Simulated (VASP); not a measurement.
**GaP: single point with LDA**

GaP:

```
CELL_PARAMETERS angstrom
1.82207 1.05197 6.83129
-1.82207 1.05197 6.83129
0.00000 -2.10394 6.83129
ATOMIC_POSITIONS crystal
Ga 0.43598 0.43598 0.43598
Ga 0.56402 0.56402 0.56402
P 0.05804 0.05804 0.05804
P 0.94196 0.94196 0.94196
```

```
Program                : VASP 6.6.1
Task                   : single point
Functional             : LDA
Potentials or basis    : VASP PAW LDA potentials, release 64 (Ga_d, P)
Cutoff                 : 520 eV
k mesh                 : 9 × 9 × 9
Occupations            : gaussian, width 0.05 eV
Spin                   : no spin polarisation
Dipole correction      : no
Further INCAR settings : ALGO = Normal; EDIFF = 1e-07; NBANDS = 26
```

| Item | Value |
| --- | --- |
| Pressure | 1.2 GPa |
| Largest force | 0.990 eV/Å |
| Band gap on the k mesh | zero (filled and empty bands touch) |

Forces in eV/Å, atoms in the order of the input:
```
Ga   0.000  0.000  0.555
Ga   0.000  0.000 -0.555
P    0.000  0.000 -0.990
P    0.000  0.000  0.990
```

Stress tensor (GPa, compression positive):
```
  8.58   0.00   0.00
  0.00   8.58   0.00
  0.00   0.00 -13.61
```

Levels at points of the mesh, in eV from the Fermi level:
```tsv
k point	band 16	band 17	band 18	band 19	band 20	band 21
(0.00, 0.00, 0.00)	-0.81	-0.11	-0.02	-0.02	2.13	3.24
```

It took 6 min on 1 thread of Intel(R) Xeon(R) 6975P-C (Granite Rapids), with other jobs on the host, peak memory 0.37 GiB.

Caveat: the stress differs along the axes, from -14 to 9 GPa; semilocal functionals underestimate gaps, and a narrow one can read as zero.
